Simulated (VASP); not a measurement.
# AlNi (rocksalt type) (Fm-3m) in VASP: notebook

The runs below take AlNi (rocksalt type) through relaxation of cell and atoms, with PBE.

Program: VASP 6.6.1. These are calculated values, not measurements. Logs are shortened: lines on timing, memory, paths and dates and some standing lists are left out, and cuts for length are marked.

## Step 1: The cell of the first run

It takes space group Fm-3m (No. 225, cubic). Conventional cell: a = 4.152 Å, b = 4.152 Å, c = 4.152 Å, α = 90.00°, β = 90.00°, γ = 90.00°. Within 2.7 Å of Ni (site symmetry m-3m) lie 6 Al at 2.08 Å. Within 2.7 Å of Al (site symmetry m-3m) lie 6 Ni at 2.08 Å.

## Step 2: Relaxation of cell and atoms, PBE, target pressure 140 GPa, at which the enthalpy is minimised

File INCAR:

```
SYSTEM = AlNi
PREC = Accurate
ENCUT = 600
EDIFF = 1E-7
ISMEAR = -1
SIGMA = 0.05
LREAL = .FALSE.
LASPH = .TRUE.
NELM = 60
ALGO = Normal
ISIF = 3
LWAVE = .FALSE.
LCHARG = .FALSE.
GGA = PE
IBRION = 2
NSW = 32
EDIFFG = -0.005
PSTRESS = 1400.0
```

File KPOINTS:

```
regular mesh
0
G
  16 16 16
  0 0 0
```

File POSCAR:

```
AlNi
1.0
    0.0000000000      2.0757675785      2.0757675785
    2.0757675785      0.0000000000      2.0757675785
    2.0757675785      2.0757675785      0.0000000000
Ni Al
1 1
Direct
    0.0000000000      0.0000000000      0.0000000000
    0.5000000000      0.5000000000      0.5000000000
```

Potentials or basis: VASP PAW PBE potentials, release 64 (Ni, Al).

On the command line:

```
$ cat potpaw_PBE.64/Ni/POTCAR potpaw_PBE.64/Al/POTCAR > POTCAR
$ mpirun -np 1 vasp_std > vasp.out
```

OUTCAR:

```text
SYSTEM = AlNi
   PREC = Accurate
   ENCUT = 600
   EDIFF = 1E-7
   ISMEAR = -1
   LREAL = .FALSE.
   LASPH = .TRUE.
   NELM = 60
   ISIF = 3
   GGA = PE
   IBRION = 2
   NSW = 32
   EDIFFG = -0.005
   PSTRESS = 1400.0

 ion  position               nearest neighbor table
   1  0.000  0.000  0.000-   2 2.08   2 2.08   2 2.08   2 2.08   2 2.08   2 2.08
   2  0.500  0.500  0.500-   1 2.08   1 2.08   1 2.08   1 2.08   1 2.08   1 2.08

  LATTYP: Found a face centered cubic cell.
 ALAT       =     4.1515351570

  Lattice vectors:

 A1 = (   0.0000000000,   2.0757675785,   2.0757675785)
 A2 = (   2.0757675785,   0.0000000000,   2.0757675785)
 A3 = (   2.0757675785,   2.0757675785,   0.0000000000)

Analysis of symmetry for initial positions (statically):
=====================================================================
 Subroutine PRICEL returns:
 Original cell was already a primitive cell.

 Routine SETGRP: Setting up the symmetry group for a
 face centered cubic supercell.

 Subroutine GETGRP returns: Found 48 space group operations
 (whereof 48 operations were pure point group operations)
 out of a pool of 48 trial point group operations.

The static configuration has the point symmetry O_h .

Analysis of symmetry for dynamics (positions and initial velocities):
=====================================================================
 Subroutine PRICEL returns:
 Original cell was already a primitive cell.

 Routine SETGRP: Setting up the symmetry group for a
 face centered cubic supercell.

 Subroutine GETGRP returns: Found 48 space group operations
 (whereof 48 operations were pure point group operations)
 out of a pool of 48 trial point group operations.

The dynamic configuration has the point symmetry O_h .

 Subroutine INISYM returns: Found 48 space group operations
 (whereof 48 operations are pure point group operations),
 and found     1 'primitive' translations

----------------------------------------------------------------------------------------

                                     Primitive cell

  volume of cell :      17.8882

  direct lattice vectors                    reciprocal lattice vectors
     0.000000000  2.075767578  2.075767578    -0.240874752  0.240874752  0.240874752
     2.075767578  0.000000000  2.075767578     0.240874752 -0.240874752  0.240874752
     2.075767578  2.075767578  0.000000000     0.240874752  0.240874752 -0.240874752

  length of vectors
     2.935578662  2.935578662  2.935578662     0.417207308  0.417207308  0.417207308

  position of ions in fractional coordinates (direct lattice)
     0.000000000  0.000000000  0.000000000
     0.500000000  0.500000000  0.500000000

  ion indices of the primitive-cell ions
   primitive index   ion index
                 1           1
                 2           2

----------------------------------------------------------------------------------------

 KPOINTS: regular mesh

Automatic generation of k-mesh.
 Grid dimensions read from file:
 generate k-points for:   16   16   16

 Generating k-lattice:

  Cartesian coordinates                     Fractional coordinates (reciprocal lattice)
    -0.015054672  0.015054672  0.015054672     0.062500000  0.000000000  0.000000000
     0.015054672 -0.015054672  0.015054672     0.000000000  0.062500000  0.000000000
     0.015054672  0.015054672 -0.015054672     0.000000000  0.000000000  0.062500000

  Length of vectors
     0.026075457  0.026075457  0.026075457

  Shift w.r.t. Gamma in fractional coordinates (k-lattice)
     0.000000000  0.000000000  0.000000000

 Subroutine IBZKPT returns following result:
 ===========================================

 Found    145 irreducible k-points:

 Following reciprocal coordinates:
            Coordinates               Weight
  0.000000  0.000000  0.000000      1.000000
  0.062500  0.000000  0.000000      8.000000
  0.125000  0.000000  0.000000      8.000000
  0.187500  0.000000  0.000000      8.000000
  0.250000  0.000000  0.000000      8.000000
  0.312500  0.000000  0.000000      8.000000
[... 16 lines left out ...]
 -0.125000  0.062500  0.000000     24.000000
 -0.062500  0.062500  0.000000     12.000000
 [... further k-points ...]
   k-points           NKPTS =    145   k-points in BZ     NKDIM =    145   number of bands    NBANDS=     10
   number of dos      NEDOS =    301   number of ions     NIONS =      2
   total plane-waves  NPLWV =  13824
   dimension x,y,z NGX =    24 NGY =   24 NGZ =   24
   dimension x,y,z NGXF=    48 NGYF=   48 NGZF=   48
   ions per type =               1   1
   NGX,Y,Z   is equivalent  to a cutoff of  13.59, 13.59, 13.59 a.u.
   NGXF,Y,Z  is equivalent  to a cutoff of  27.18, 27.18, 27.18 a.u.
 SYSTEM =  AlNi
   PREC   = accura    normal or accurate (medium, high low for compatibility)
   ISTART =      0    job   : 0-new  1-cont  2-samecut
   ICHARG =      2    charge: 1-file 2-atom 10-const
   ISPIN  =      1    spin polarized calculation?
   LNONCOLLINEAR =      F non collinear calculations
   LSORBIT =      F    spin-orbit coupling
   LASPH  =      T    aspherical Exc in radial PAW
   ENCUT  =  600.0 eV  44.10 Ry    6.64 a.u.   5.86  5.86  5.86*2*pi/ulx,y,z
   NELM   =     60;   NELMIN=  2; NELMDL= -5     # of ELM steps
   EDIFF  = 0.1E-06   stopping-criterion for ELM
   LREAL  =      F    real-space projection
   EDIFFG = -.5E-02   stopping-criterion for IOM
   NSW    =     32    number of steps for IOM
   IBRION =      2    ionic relax: 0-MD 1-quasi-New 2-CG
   NFREE  =      1    steps in history (QN), initial steepest desc. (CG)
   ISIF   =      3    stress and relaxation
   ISYM   =      2    0-nonsym 1-usesym 2-fastsym
   POTIM  = 0.5000    time-step for ionic-motion
   TEBEG  =    0.0;   TEEND  =   0.0 temperature during run
   PSTRESS= 1400.0 pullay stress
   NELECT =      13.0000    total number of electrons
   NUPDOWN=      -1.0000    fix difference up-down
   EMIN   =  10.00;   EMAX   =-10.00  energy-range for DOS
   EFERMI =   0.00;   METHOD = LEGACY
   ISMEAR =    -1;   SIGMA  =   0.05  broadening in eV -4-tet -1-fermi 0-gaus
   EFERMI_NEDOS =   21; number of points for ismear=-14 and -15
   IALGO  =     38    algorithm
   IMIX   =      4    mixing-type and parameters
     AMIX     =   0.40;   BMIX     =  1.00
     AMIX_MAG =   1.60;   BMIX_MAG =  1.00
  volume/ion in A,a.u.               =       8.94        60.36
  Fermi-wavevector in a.u.,A,eV,Ry     =   1.471862  2.781417 29.475377  2.166379
  Thomas-Fermi vector in A             =   2.586947
   LORBIT       =      0    0 simple, 1 ext, 2 COOP (PROOUT), +10 PAW based schemes
   GGA     = PE    functional components
   LHFCALC =     F    Hartree Fock is set to
   AEXX    =    0.0000 exact exchange contribution
   IVDW    =     0    specifies the selected vdW correction
   LEPSILON=     F    determine dielectric tensor
   LRPA    =     F    only Hartree local field effects (RPA)
 conjugate gradient relaxation of ions
 non-spin polarized calculation
  energy-cutoff  :      600.00
  volume of cell :       17.89
 maximum number of plane-waves:       610
   NGX = 11   NGY = 11   NGZ = 11

--------------------------------------- Ionic step        1  -------------------------------------------

 number of electron      12.9999994 magnetization

 Free energy of the ion-electron system (eV)
  ---------------------------------------------------
  ext. energy  EPLUGINS =         0.00000000
  ---------------------------------------------------
  free energy    TOTEN  =        -6.16271022 eV

  energy without entropy =       -6.15678139  energy(sigma->0) =       -6.15974580

------------------------ aborting loop because EDIFF is reached ----------------------------------------

  FORCE on cell =-STRESS in cart. coord.  units (eV):
  Direction    XX          YY          ZZ          XY          YZ          ZX
  --------------------------------------------------------------------------------------
  -------------------------------------------------------------------------------------
  Total       15.6672119     15.6672119     15.6672119     -0.0000000     -0.0000000      0.0000000
  in kB     1403.2534936   1403.2534936   1403.2534936     -0.0000000     -0.0000000      0.0000000
  external PRESSURE =       3.2534936 kB  Pullay stress =    1400.0000000 kB
[... 61 lines left out ...]
  enthalpy is  TOTEN    =         9.4683124860 eV   P V=       15.6720106443

--------------------------------------- Ionic step        3  -------------------------------------------

 number of electron      12.9999994 magnetization

 Free energy of the ion-electron system (eV)
  ---------------------------------------------------
  ext. energy  EPLUGINS =         0.00000000
  ---------------------------------------------------
  free energy    TOTEN  =        -6.17091717 eV

  energy without entropy =       -6.16498744  energy(sigma->0) =       -6.16795231

 E-fermi :  14.7967     XC(G=0): -13.4465

 val. band max:       14.7783164847   @ k =  -0.2500   0.3750   0.1250
 cond. band min:      14.8075125060   @ k =  -0.4375   0.3750   0.1250
 fundamental gap:      0.0291960212
 Fermi energy:        14.7967216982

 k-point     1 :       0.0000    0.0000    0.0000
  band No.  band energies     occupation
      1       1.1539      2.00000
      2      10.5109      2.00000
      3      10.5109      2.00000
      4      10.5109      2.00000
      5      10.8140      2.00000
      6      10.8140      2.00000
      7      24.9207      0.00000
      8      24.9207      0.00000
      9      24.9207      0.00000
     10      27.0508      0.00000
[... 287 lines left out ...]
 k-point    24 :      -0.0625    0.0625    0.0000
  band No.  band energies     occupation
      1       1.4358      2.00000
      2      10.3786      2.00000
      3      10.5615      2.00000
      4      10.5910      2.00000
      5      10.7537      2.00000
      6      10.8547      2.00000
      7      23.2391      0.00000
      8      23.2907      0.00000
      9      25.2730      0.00000
     10      26.4173      0.00000

 [... further k-points ...]
[... 5 lines left out ...]
  --------------------------------------------------------------------------------------
  -------------------------------------------------------------------------------------
  Total       15.6411448     15.6411448     15.6411448     -0.0000000     -0.0000000     -0.0000000
  in kB     1400.1844063   1400.1844063   1400.1844063     -0.0000000     -0.0000000     -0.0000000
  external PRESSURE =       0.1844063 kB  Pullay stress =    1400.0000000 kB
[... 17 lines left out ...]
  FREE ENERGIE OF THE ION-ELECTRON SYSTEM (eV)
  ---------------------------------------------------
  free  energy   TOTEN  =        -6.1709171730 eV

  energy  without entropy=       -6.1649874434  energy(sigma->0) =       -6.16795231

  enthalpy is  TOTEN    =         9.4681676720 eV   P V=       15.6390848449

 reached required accuracy - stopping structural energy minimisation
```

It took 49 s on 1 thread of Intel Xeon Platinum 8488C (Sapphire Rapids), shared host; peak memory 0.17 GiB.

Results:

| Item | Value |
| --- | --- |
| Free energy | -6.1709 eV |
| Relaxed volume | 8.95 Å³/atom |
| Relaxed cell | a = 2.936 Å, b = 2.936 Å, c = 2.936 Å, α = 60.00°, β = 60.00°, γ = 60.00° |
| Space group after relaxing (to 0.05 Å) | Fm-3m (No. 225) |
| Energy change on relaxing (the enthalpy is what falls) | -4.1 meV/atom |
| Ionic steps | 3 |
| Pressure after relaxing | 140.0 GPa |

Step by step:
```tsv
step	energy change (eV)	largest force (eV/Å)	pressure (GPa)	volume (Å³)
1	0.0000	0.0000	140.33	17.89
2	-0.0410	0.0000	138.79	17.94
3	-0.0082	0.0000	140.02	17.90
```

Final structure:
```
CELL_PARAMETERS angstrom
0.00000 2.07613 2.07613
2.07613 0.00000 2.07613
2.07613 2.07613 0.00000
ATOMIC_POSITIONS crystal
Ni 0.00000 0.00000 0.00000
Al 0.50000 0.50000 0.50000
```

Levels at points of the mesh, in eV from the Fermi level:
| k point | band 2 | band 3 | band 4 | band 5 | band 6 | band 7 | band 8 | band 9 | band 10 |
| --- | --- | --- | --- | --- | --- | --- | --- | --- | --- |
| (0.00, 0.00, 0.00) | -4.29 | -4.29 | -4.29 | -3.98 | -3.98 | 10.12 | 10.12 | 10.12 | 12.25 |
| (0.50, 0.00, 0.00) | -7.22 | -4.65 | -4.65 | -2.81 | -2.81 | -1.27 | 7.76 | 7.76 | 11.04 |
| (0.50, 0.50, 0.00) | -5.95 | -5.79 | -3.36 | -2.51 | -2.51 | -0.24 | 2.09 | 2.09 | 7.49 |

Caveat: the cell is relaxed towards a set pressure, so the enthalpy falls and the energy may rise. Spin polarisation is off, so any magnetic state and its effect on volume and gap are missing.

## Step 3: Relaxation of cell and atoms, PBE

This run uses another cell than the first one, of 14.25 Å³/atom, 1.593 times its volume.

File INCAR:

```
SYSTEM = AlNi
PREC = Accurate
ENCUT = 600
EDIFF = 1E-6
ISMEAR = -1
SIGMA = 0.05
LREAL = .FALSE.
LASPH = .TRUE.
NELM = 100
ALGO = Normal
ISIF = 3
LWAVE = .FALSE.
LCHARG = .FALSE.
GGA = PE
IBRION = 2
NSW = 60
EDIFFG = -0.005
```

File KPOINTS:

```
regular mesh
0
G
  14 14 14
  0 0 0
```

File POSCAR:

```
AlNi
1.0
    0.0000000000      2.4244436911      2.4244436911
    2.4244436911      0.0000000000      2.4244436911
    2.4244436911      2.4244436911      0.0000000000
Ni Al
1 1
Direct
    0.0000000000      0.0000000000      0.0000000000
    0.5000000000      0.5000000000      0.5000000000
```

Potentials or basis: VASP PAW PBE potentials, release 64 (Ni, Al).

On the command line:

```
$ cat potpaw_PBE.64/Ni/POTCAR potpaw_PBE.64/Al/POTCAR > POTCAR
$ mpirun -np 1 vasp_std > vasp.out
```

Run time: 61 s. Hardware: 1 thread of Intel Xeon Platinum 8488C (Sapphire Rapids), shared host; peak memory 0.19 GiB.

The run converged. Its results:

* Free energy: -9.2977 eV
* Relaxed volume: 14.33 Å³/atom
* Relaxed cell: a = 3.435 Å, b = 3.435 Å, c = 3.435 Å, α = 60.00°, β = 60.00°, γ = 60.00°
* Space group after relaxing (to 0.05 Å): Fm-3m (No. 225)
* Energy gained by relaxing: 0.2 meV/atom
* Ionic steps: 3
* Pressure after relaxing: 0.0 GPa

Step by step:
```
step  energy change (eV)  largest force (eV/Å)  pressure (GPa)  volume (Å³)
   1              0.0000                0.0000            0.53        28.50
   2             -0.0003                0.0000           -0.16        28.70
   3             -0.0003                0.0000           -0.01        28.66
```

Final structure:
```yaml
crystal:
  lattice:
    - [0.00000, 2.42903, 2.42903]
    - [2.42903, 0.00000, 2.42903]
    - [2.42903, 2.42903, 0.00000]
  atoms:
    - { symbol: Ni, position: [0.00000, 0.00000, 0.00000] }
    - { symbol: Al, position: [0.50000, 0.50000, 0.50000] }
```

Levels at points of the mesh, in eV from the Fermi level:
| k point | band 4 | band 5 | band 6 | band 7 | band 8 | band 9 |
| --- | --- | --- | --- | --- | --- | --- |
| (0.00, 0.00, 0.00) | -2.03 | -1.97 | -1.97 | 6.68 | 6.68 | 6.68 |
| (0.50, 0.00, 0.00) | -2.46 | -1.38 | -1.38 | -0.77 | 6.66 | 6.66 |
| (0.50, 0.50, 0.00) | -1.68 | -1.23 | -1.23 | -0.25 | 1.71 | 1.71 |
